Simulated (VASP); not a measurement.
# MgO (I4mm) in VASP: further runs, part 2 of 2

VASP 6.6.1. Earlier steps stand in the parts before.

## 3. Single point, LDA (all O atoms moved +0.025 Å, as atom 2 along Cartesian [0 0 1])

File INCAR:

```
PREC = Accurate
ENCUT = 750
EDIFF = 1E-6
ISMEAR = 0
SIGMA = 0.05
LREAL = F
LASPH = T
NELM = 120
ALGO = Normal
ISIF = 2
LWAVE = F
LCHARG = T
GGA = CA
LELF = T
LVHAR = T
NBANDS = 15
GGA_COMPAT = F
```

File KPOINTS:

```
regular mesh
0
Gamma
  10 10 10
```

File POSCAR:

```
MgO
1.0
    0.0000000000      2.1351500000      2.1351500000
    2.1351500000      0.0000000000      2.1351500000
    2.1351500000      2.1351500000      0.0000000000
Mg O
1 1
Direct
    0.0000000000      0.0000000000      0.0000000000
    0.5058543896      0.5058543896      0.4941456104
```

Potentials or basis: VASP PAW LDA potentials, release 64 (Mg_sv, O).

The run is started by

```console
$ cat potpaw_LDA.64/Mg_sv/POTCAR potpaw_LDA.64/O/POTCAR > POTCAR
$ mpirun -np 1 vasp_std > vasp.out
```

OUTCAR:

```text
PREC = Accurate
   ENCUT = 750
   EDIFF = 1E-6
   ISMEAR = 0
   LREAL = F
   LASPH = T
   NELM = 120
   ISIF = 2
   GGA = CA

 ion  position               nearest neighbor table
   1  0.000  0.000  0.000-   2 2.11
   2  0.506  0.506  0.494-   1 2.11

  LATTYP: Found a face centered cubic cell.
 ALAT       =     4.2703000000

  Lattice vectors:

 A1 = (   0.0000000000,   2.1351500000,   2.1351500000)
 A2 = (   2.1351500000,   0.0000000000,   2.1351500000)
 A3 = (   2.1351500000,   2.1351500000,   0.0000000000)

Analysis of symmetry for initial positions (statically):
=====================================================================
 Subroutine PRICEL returns:
 Original cell was already a primitive cell.

 Routine SETGRP: Setting up the symmetry group for a
 face centered cubic supercell.

 Subroutine GETGRP returns: Found  8 space group operations
 (whereof  8 operations were pure point group operations)
 out of a pool of 48 trial point group operations.

The static configuration has the point symmetry C_4v.

Analysis of symmetry for dynamics (positions and initial velocities):
=====================================================================
 Subroutine PRICEL returns:
 Original cell was already a primitive cell.

 Routine SETGRP: Setting up the symmetry group for a
 face centered cubic supercell.

 Subroutine GETGRP returns: Found  8 space group operations
 (whereof  8 operations were pure point group operations)
 out of a pool of 48 trial point group operations.

The dynamic configuration has the point symmetry C_4v.

 Subroutine INISYM returns: Found  8 space group operations
 (whereof  8 operations are pure point group operations),
 and found     1 'primitive' translations

----------------------------------------------------------------------------------------

                                     Primitive cell

  volume of cell :      19.4677

[... 117 lines left out ...]
   LEPSILON=     F    determine dielectric tensor
   LRPA    =     F    only Hartree local field effects (RPA)
 non-spin polarized calculation
 Gauss-broadening in eV      SIGMA  =   0.05
  energy-cutoff  :      750.00
  volume of cell :       19.47
 maximum number of plane-waves:       934
   NGX = 13   NGY = 13   NGZ = 13

 number of electron      15.9999997 magnetization

 Free energy of the ion-electron system (eV)
  ---------------------------------------------------
  ext. energy  EPLUGINS =         0.00000000
  ---------------------------------------------------
  free energy    TOTEN  =       -13.18620859 eV

  energy without entropy =      -13.18620859  energy(sigma->0) =      -13.18620859

 E-fermi :   2.6049     XC(G=0): -11.7216

 val. band max:        2.2893260533   @ k =   0.0000   0.0000   0.0000
 cond. band min:       6.5710138683   @ k =   0.0000   0.0000   0.0000
 fundamental gap:      4.2816878149
 Fermi energy:         2.6049406933

 k-point     1 :       0.0000    0.0000    0.0000
  band No.  band energies     occupation
      1     -69.1852      2.00000
      2     -36.6542      2.00000
      3     -36.6541      2.00000
      4     -36.6541      2.00000
      5     -14.4865      2.00000
      6       2.2884      2.00000
      7       2.2893      2.00000
      8       2.2893      2.00000
      9       6.5710      0.00000
     10      17.5954      0.00000
     11      17.5966      0.00000
     12      17.5966      0.00000
     13      21.5121      0.00000
     14      23.1021      0.00000
[... 401 lines left out ...]
      2     -36.6710      2.00000
      3     -36.6594      2.00000
      4     -36.6553      2.00000
      5     -14.2165      2.00000
      6       0.9302      2.00000
      7       1.9671      2.00000
      8       2.1784      2.00000
      9       7.9872      0.00000
     10      15.3325      0.00000
     11      17.9094      0.00000
     12      18.2472      0.00000
     13      20.9207      0.00000
     14      22.3958      0.00000
     15      24.3778      0.00000

 [... further k-points ...]

------------------------ aborting loop because EDIFF is reached ----------------------------------------

  FORCE on cell =-STRESS in cart. coord.  units (eV):
  Direction    XX          YY          ZZ          XY          YZ          ZX
  --------------------------------------------------------------------------------------
  -------------------------------------------------------------------------------------
  Total       -1.4266343     -1.4266343     -1.4041798      0.0000000     -0.0000000      0.0000000
  in kB     -117.4108111   -117.4108111   -115.5628234      0.0000000     -0.0000000      0.0000000
  external PRESSURE =    -116.7948152 kB  Pullay stress =       0.0000000 kB

 VOLUME and BASIS-vectors are now :
 -----------------------------------------------------------------------------
  energy-cutoff  :      750.00
  volume of cell :       19.47
      direct lattice vectors                 reciprocal lattice vectors
     0.000000000  2.135150000  2.135150000    -0.234175585  0.234175585  0.234175585
     2.135150000  0.000000000  2.135150000     0.234175585 -0.234175585  0.234175585
     2.135150000  2.135150000  0.000000000     0.234175585  0.234175585 -0.234175585

 POSITION                                       TOTAL-FORCE (eV/Angst)
 -----------------------------------------------------------------------------------
      0.00000      0.00000      0.00000         0.000000      0.000000      0.102504
      2.13515      2.13515      2.16015         0.000000      0.000000     -0.102504
 -----------------------------------------------------------------------------------
    total drift:                                0.000000      0.000000     -0.000415

  FREE ENERGIE OF THE ION-ELECTRON SYSTEM (eV)
  ---------------------------------------------------
  free  energy   TOTEN  =       -13.1862085870 eV

  energy  without entropy=      -13.1862085870  energy(sigma->0) =      -13.18620859
```

OSZICAR:

```text
N       E                     dE             d eps       ncg     rms          rms(c)
DAV:   1     0.149306470802E+03    0.14931E+03   -0.12644E+04  3068   0.162E+03
DAV:   2    -0.945661420801E+01   -0.15876E+03   -0.15044E+03  3697   0.414E+02
DAV:   3    -0.147148471087E+02   -0.52582E+01   -0.52352E+01  3948   0.738E+01
DAV:   4    -0.147855250602E+02   -0.70678E-01   -0.70672E-01  3578   0.860E+00
DAV:   5    -0.147866231925E+02   -0.10981E-02   -0.10981E-02  3858   0.906E-01    0.846E+00
DAV:   6    -0.132564089752E+02    0.15302E+01   -0.25109E+00  3298   0.148E+01    0.289E+00
DAV:   7    -0.132160979987E+02    0.40311E-01   -0.12988E-01  3571   0.322E+00    0.170E+00
DAV:   8    -0.131872538330E+02    0.28844E-01   -0.47177E-02  3739   0.211E+00    0.332E-01
DAV:   9    -0.131861740690E+02    0.10798E-02   -0.34481E-03  3452   0.515E-01    0.804E-02
DAV:  10    -0.131862205095E+02   -0.46441E-04   -0.16788E-04  3879   0.170E-01    0.428E-02
DAV:  11    -0.131862086868E+02    0.11823E-04   -0.20536E-05  3494   0.541E-02    0.309E-03
DAV:  12    -0.131862085870E+02    0.99806E-07   -0.44962E-07  2678   0.103E-02
   1 F= -.13186209E+02 E0= -.13186209E+02  d E =-.391348E-21
```

stdout:

```text
POSCAR found type information on POSCAR MgO
 POSCAR found :  2 types and       2 ions
 scaLAPACK will be used
 LDA part: xc-table for (Slater(with rela. corr.)+CA(PZ))
 , standard interpolation
 POSCAR, INCAR and KPOINTS ok, starting setup
 FFT: planning ... GRIDC
 FFT: planning ... GRID_SOFT
 FFT: planning ... GRID
 WAVECAR not read
 entering main loop
```

It took 40 s on 1 thread of Intel Xeon Platinum 8488C (Sapphire Rapids), shared host; peak memory 0.17 GiB.

Results:

| Property | Result |
| --- | --- |
| Free energy | -13.1862 eV |
| Pressure | -11.7 GPa |
| Largest force | 0.103 eV/Å |
| Band gap on the k mesh | 4.28 eV |

Forces in eV/Å, atoms in the order of the input:
```
Mg   0.000  0.000  0.103
O    0.000  0.000 -0.103
```

Caveat: the cell differs from its parent crystal (all O atoms moved +0.025 Å, as atom 2 along Cartesian [0 0 1]); the cell stands under tension.

## 4. Single point, LDA (all O atoms moved +0.075 Å, as atom 2 along Cartesian [0 0 1])

File INCAR:

```
PREC = Accurate ; ENCUT = 750
EDIFF = 1E-6 ; ISMEAR = 0
SIGMA = 0.05 ; LREAL = F
LASPH = T ; NELM = 120
ALGO = Normal ; ISIF = 2
LWAVE = F ; LCHARG = F
GGA = CA ; NBANDS = 15
GGA_COMPAT = F
```

KPOINTS is that of step 3.

POSCAR, as its differences from that of step 3:

```diff
@@ -9,2 +9,2 @@
     0.0000000000      0.0000000000      0.0000000000
-    0.5058543896      0.5058543896      0.4941456104
+    0.5175631689      0.5175631689      0.4824368311
```

The run is started by

```console
$ cat potpaw_LDA.64/Mg_sv/POTCAR potpaw_LDA.64/O/POTCAR > POTCAR
$ mpirun -np 1 vasp_std > vasp.out
```

Run time: 72 s. Hardware: 1 thread of AMD EPYC 7R43 (Zen 3), shared host; peak memory 0.14 GiB.

It converged, with:

```
Free energy            : -13.1757 eV
Pressure               : -11.3 GPa
Largest force          : 0.320 eV/Å
Band gap on the k mesh : 4.28 eV
```

Forces on the atoms (eV/Å):
```
Mg   0.000  0.000  0.320
O    0.000  0.000 -0.320
```

Stress tensor (GPa, compression positive):
```
-11.81   0.00   0.00
  0.00 -11.81   0.00
  0.00   0.00 -10.14
```

Levels at points of the mesh, in eV from the valence-band top:
| k point | band 6 | band 7 | band 8 | band 9 | band 10 | band 11 |
| --- | --- | --- | --- | --- | --- | --- |
| (0.00, 0.00, 0.00) | -0.01 | 0.00 | 0.00 | 4.28 | 15.32 | 15.33 |
| (0.50, 0.00, 0.00) | -4.51 | -0.62 | -0.62 | 7.49 | 11.93 | 15.60 |
| (0.50, 0.50, 0.00) | -3.95 | -1.30 | -1.30 | 8.86 | 9.27 | 12.48 |
| (0.00, 0.50, 0.50) | -3.95 | -1.31 | -1.31 | 8.87 | 9.28 | 12.48 |

Caveat: the cell differs from its parent crystal (all O atoms moved +0.075 Å, as atom 2 along Cartesian [0 0 1]); the cell stands under tension.

## 5. Single point, LDA (all O atoms moved +0.087 Å, as atom 2 along Cartesian [0 0 1])

File INCAR:

```
PREC = Accurate
ENCUT = 750
EDIFF = 1E-6
ISMEAR = 0
SIGMA = 0.05
LREAL = False
LASPH = True
NELM = 120
ALGO = Normal
ISIF = 2
LWAVE = False
LCHARG = False
GGA = CA
NBANDS = 15
GGA_COMPAT = False
```

KPOINTS is that of step 4.

POSCAR, as its differences from that of step 4:

```diff
@@ -9,2 +9,2 @@
     0.0000000000      0.0000000000      0.0000000000
-    0.5175631689      0.5175631689      0.4824368311
+    0.5204903637      0.5204903637      0.4795096363
```

Potentials or basis: VASP PAW LDA potentials, release 64 (Mg_sv, O).

The run is started by

```console
$ cat potpaw_LDA.64/Mg_sv/POTCAR potpaw_LDA.64/O/POTCAR > POTCAR
$ mpirun -np 1 vasp_std > vasp.out
```

OUTCAR:

```text
PREC = Accurate
   ENCUT = 750
   EDIFF = 1E-6
   ISMEAR = 0
   LREAL = False
   LASPH = True
   NELM = 120
   ISIF = 2
   GGA = CA

 ion  position               nearest neighbor table
   1  0.000  0.000  0.000-   2 2.05
   2  0.520  0.520  0.480-   1 2.05

  LATTYP: Found a face centered cubic cell.
 ALAT       =     4.2703000000

  Lattice vectors:

 A1 = (   0.0000000000,   2.1351500000,   2.1351500000)
 A2 = (   2.1351500000,   0.0000000000,   2.1351500000)
 A3 = (   2.1351500000,   2.1351500000,   0.0000000000)

Analysis of symmetry for initial positions (statically):
=====================================================================
 Subroutine PRICEL returns:
 Original cell was already a primitive cell.

 Routine SETGRP: Setting up the symmetry group for a
 face centered cubic supercell.

 Subroutine GETGRP returns: Found  8 space group operations
 (whereof  8 operations were pure point group operations)
 out of a pool of 48 trial point group operations.

The static configuration has the point symmetry C_4v.

Analysis of symmetry for dynamics (positions and initial velocities):
=====================================================================
 Subroutine PRICEL returns:
 Original cell was already a primitive cell.

 Routine SETGRP: Setting up the symmetry group for a
 face centered cubic supercell.

 Subroutine GETGRP returns: Found  8 space group operations
 (whereof  8 operations were pure point group operations)
 out of a pool of 48 trial point group operations.

The dynamic configuration has the point symmetry C_4v.

 Subroutine INISYM returns: Found  8 space group operations
 (whereof  8 operations are pure point group operations),
 and found     1 'primitive' translations

----------------------------------------------------------------------------------------

                                     Primitive cell

  volume of cell :      19.4677
[... 112 lines left out ...]
  Thomas-Fermi vector in A             =   2.640536
   LORBIT       =      0    0 simple, 1 ext, 2 COOP (PROOUT), +10 PAW based schemes
   GGA     = CA    functional components
   LHFCALC =     F    Hartree Fock is set to
   AEXX    =    0.0000 exact exchange contribution
   IVDW    =     0    specifies the selected vdW correction
   LEPSILON=     F    determine dielectric tensor
   LRPA    =     F    only Hartree local field effects (RPA)
 non-spin polarized calculation
 Gauss-broadening in eV      SIGMA  =   0.05
  energy-cutoff  :      750.00
  volume of cell :       19.47
 maximum number of plane-waves:       934
   NGX = 13   NGY = 13   NGZ = 13

 number of electron      15.9999998 magnetization

 Free energy of the ion-electron system (eV)
  ---------------------------------------------------
  ext. energy  EPLUGINS =         0.00000000
  ---------------------------------------------------
  free energy    TOTEN  =       -13.17136089 eV

  energy without entropy =      -13.17136089  energy(sigma->0) =      -13.17136089

 E-fermi :   2.6321     XC(G=0): -11.7190

 val. band max:        2.2829519940   @ k =   0.0000   0.0000   0.0000
 cond. band min:       6.5631824477   @ k =   0.0000   0.0000   0.0000
 fundamental gap:      4.2802304537
 Fermi energy:         2.6320908890

 k-point     1 :       0.0000    0.0000    0.0000
  band No.  band energies     occupation
      1     -69.1784      2.00000
      2     -36.6475      2.00000
      3     -36.6474      2.00000
      4     -36.6474      2.00000
      5     -14.4900      2.00000
      6       2.2722      2.00000
      7       2.2830      2.00000
      8       2.2830      2.00000
      9       6.5632      0.00000
     10      17.6066      0.00000
     11      17.6212      0.00000
     12      17.6212      0.00000
     13      21.4957      0.00000
     14      23.1060      0.00000
[... 401 lines left out ...]
      2     -36.6644      2.00000
      3     -36.6526      2.00000
      4     -36.6485      2.00000
      5     -14.2204      2.00000
      6       0.9221      2.00000
      7       1.9613      2.00000
      8       2.1705      2.00000
      9       7.9763      0.00000
     10      15.3380      0.00000
     11      17.9058      0.00000
     12      18.2690      0.00000
     13      20.9642      0.00000
     14      22.4072      0.00000
     15      24.3579      0.00000

 [... further k-points ...]
[... 5 lines left out ...]
  --------------------------------------------------------------------------------------
  -------------------------------------------------------------------------------------
  Total       -1.4380929     -1.4380929     -1.1611289      0.0000000      0.0000000     -0.0000000
  in kB     -118.3538396   -118.3538396    -95.5599388      0.0000000      0.0000000     -0.0000000
  external PRESSURE =    -110.7558727 kB  Pullay stress =       0.0000000 kB

 VOLUME and BASIS-vectors are now :
 -----------------------------------------------------------------------------
  energy-cutoff  :      750.00
  volume of cell :       19.47
      direct lattice vectors                 reciprocal lattice vectors
     0.000000000  2.135150000  2.135150000    -0.234175585  0.234175585  0.234175585
     2.135150000  0.000000000  2.135150000     0.234175585 -0.234175585  0.234175585
     2.135150000  2.135150000  0.000000000     0.234175585  0.234175585 -0.234175585

 POSITION                                       TOTAL-FORCE (eV/Angst)
 -----------------------------------------------------------------------------------
      0.00000      0.00000      0.00000         0.000000      0.000000      0.380067
      2.13515      2.13515      2.22265         0.000000      0.000000     -0.380067
 -----------------------------------------------------------------------------------
    total drift:                               -0.000000     -0.000000     -0.000739

  FREE ENERGIE OF THE ION-ELECTRON SYSTEM (eV)
  ---------------------------------------------------
  free  energy   TOTEN  =       -13.1713608901 eV

  energy  without entropy=      -13.1713608901  energy(sigma->0) =      -13.17136089
```

Wall time 35 s (1 thread of Intel Xeon Platinum 8375C at 2.90GHz (Ice Lake), shared host); peak memory 0.16 GiB.

What came out:

* Free energy: -13.1714 eV
* Pressure: -11.1 GPa
* Largest force: 0.380 eV/Å
* Band gap on the k mesh: 4.28 eV

Forces in eV/Å, atoms in the order of the input:
```
Mg   0.000  0.000  0.380
O    0.000  0.000 -0.380
```

Stress tensor (GPa, compression positive):
```
-11.84   0.00   0.00
  0.00 -11.84   0.00
  0.00   0.00  -9.56
```

Levels at points of the mesh, in eV from the valence-band top:
| k point | band 5 | band 6 | band 7 | band 8 | band 9 | band 10 | band 11 | band 12 |
| --- | --- | --- | --- | --- | --- | --- | --- | --- |
| (0.00, 0.00, 0.00) | -16.77 | -0.01 | 0.00 | 0.00 | 4.28 | 15.32 | 15.34 | 15.34 |
| (0.50, 0.00, 0.00) | -15.50 | -4.50 | -0.62 | -0.62 | 7.49 | 11.93 | 15.60 | 15.63 |
| (0.50, 0.50, 0.00) | -15.28 | -3.94 | -1.30 | -1.30 | 8.86 | 9.26 | 12.49 | 18.05 |
| (0.00, 0.50, 0.50) | -15.28 | -3.95 | -1.31 | -1.31 | 8.88 | 9.27 | 12.48 | 18.03 |

Caveat: the cell differs from its parent crystal (all O atoms moved +0.087 Å, as atom 2 along Cartesian [0 0 1]); the cell stands under tension.

## 6. Summary

```csv
cell,gap on the mesh (eV),pressure (GPa),largest force (eV/Å)
"as given, atomic positions A",4.28,-10.9,0.44
"as given, atomic positions B",4.28,-11.7,0.10
"as given, atomic positions C",4.28,-11.3,0.32
"as given, atomic positions D",4.28,-11.1,0.38
```

Alike in all rows: task single point; level LDA; potentials or basis VASP PAW LDA potentials, release 64 (Mg_sv, O); no spin polarisation; k mesh 10 × 10 × 10; cutoff (eV) 750; smearing gaussian 0.05 eV.

Caveats: the cell stands under tension.

Total energies depend on the potentials used, so only differences within one code and one set of settings carry meaning.
